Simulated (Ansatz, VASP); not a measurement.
## Two plane-wave programs on CdSe

File INCAR:

```
SYSTEM = CdSe
ALGO = Normal ; EDIFF = 1E-7
ENCUT = 520 ; GGA = PS
ISIF = 2 ; ISMEAR = 0
LASPH = .TRUE. ; LCHARG = .FALSE.
LREAL = .FALSE. ; LWAVE = .FALSE.
NBANDS = 16 ; NELM = 60
PREC = Accurate ; SIGMA = 0.05
```

Contents of KPOINTS:

```
k-points
0
G
  10 10 10
  0 0 0
```

POSCAR

```
CdSe
1.0
    0.0000000000      3.1660471963      3.1660471963
    3.1660471963      0.0000000000      3.1660471963
    2.9262718887      2.9262718887      0.2397753077
Cd Se
1 1
Direct
    0.0000000000      0.0000000000      0.0000000000
    0.7500000000      0.7500000000      0.7500000000
```

Input for Ansatz:

```yaml
crystal:
  lattice:
    - [0.0, 3.1660471963, 3.1660471963]
    - [3.1660471963, 0.0, 3.1660471963]
    - [2.9262718887, 2.9262718887, 0.2397753077]
  atoms:
    - { symbol: Cd, position: [0.0, 0.0, 0.0] }
    - { symbol: Se, position: [0.75, 0.75, 0.75] }
basis:
  ecutwfc: 420
kpoints:
  mp_grid: { grid: [10, 10, 10] }
hamiltonian:
  xc: pbesol
scf:
  occupations: { method: gaussian, width: 0.05 }
output:
  forces: true
  stress: true
  eigenvalues: true
```

Alike in both runs: task single point; functional PBEsol; k mesh 10 × 10 × 10; occupations gaussian, width 0.05 eV; no spin polarisation.

```csv
,VASP,Ansatz
version,VASP 6.6.1,Ansatz 0.2.0
potentials or method,"VASP PAW PBE potentials, release 64 (Cd, Se), cutoff 520 eV","scalar-relativistic, plane waves, PAW"
valence electrons in the cell,18,36
```

VASP gave:

```
gap on the k mesh at the Fermi level (eV)                     : 0.56
least direct gap on the mesh (eV)                             : 0.61
pressure (GPa)                                                : 1.8
traceless stress, the component that is largest in VASP (GPa) : 4.59
rms of the force components (eV/Å)                            : 0.794
```

Problem. What did Ansatz give for the same quantities?

Solution. gap on the k mesh at the Fermi level (eV): 0.55; least direct gap on the mesh (eV): 0.61; pressure (GPa): 1.4; traceless stress, the component that is largest in VASP (GPa): 4.47; rms of the force components (eV/Å): 0.764.

VASP's potentials were made for PBE, not for PBEsol. Atom by atom the forces differ by 0.030 eV/Å (rms over components). VASP's potentials hold 18 valence electrons a cell and Ansatz's 36, so a difference there can come from the potentials and not from the codes.
